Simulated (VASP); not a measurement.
Wanted: the native input for a VASP 6.6.1 run.

| Quantity | Value |
| --- | --- |
| Task | single point |
| Functional | PBEsol |
| Potentials or basis | VASP PAW PBE potentials, release 64 (Be) |
| Cutoff | 520 eV |
| k mesh | 23 × 23 × 23 |
| Occupations | fermi-dirac, width 0.05 eV |
| Spin | no spin polarisation |
| Dipole correction | no |
| Further INCAR settings | ALGO = Normal; EDIFF = 1e-06; NBANDS = 7 |

The structure of Be lies in POSCAR:

```
Be
1.0
    0.0000000000      1.1594120851      1.1594120851
    1.1594120851      0.0000000000      1.1594120851
    1.1594120851      1.1594120851      0.0000000000
Be
1
Direct
    0.0000000000      0.0000000000      0.0000000000
```

This cell differs from its parent crystal: volume scaled by 0.4.

These files were run (other wordings do the same):

INCAR

```
SYSTEM = Be
PREC = Accurate ; ENCUT = 520
EDIFF = 1E-6 ; ISMEAR = -1
SIGMA = 0.05 ; LREAL = .FALSE.
LASPH = .TRUE. ; NELM = 100
ALGO = Normal ; ISIF = 2
LWAVE = .FALSE. ; LCHARG = .FALSE.
GGA = PS ; NBANDS = 7
```

KPOINTS

```
Automatic mesh
0
G
  23 23 23
  0 0 0
```

Potentials or basis: VASP PAW PBE potentials, release 64 (Be).

Run with:

```bash
$ cat potpaw_PBE.64/Be/POTCAR > POTCAR
$ mpirun -np 1 vasp_std > vasp.out
```

It gave:

| Item | Value |
| --- | --- |
| Pressure | 521.5 GPa |
| Band gap on the k mesh | zero (band 1 reaches 19.43 eV, above the bottom of band 2 at 18.04 eV) |

Caveat: the PAW data sets were made with another functional, which shifts forces and pressure a little.

It took 5.5 s on 1 thread of AMD EPYC 7R13 Processor (Zen 3), with other jobs on the host, peak memory 0.08 GiB.
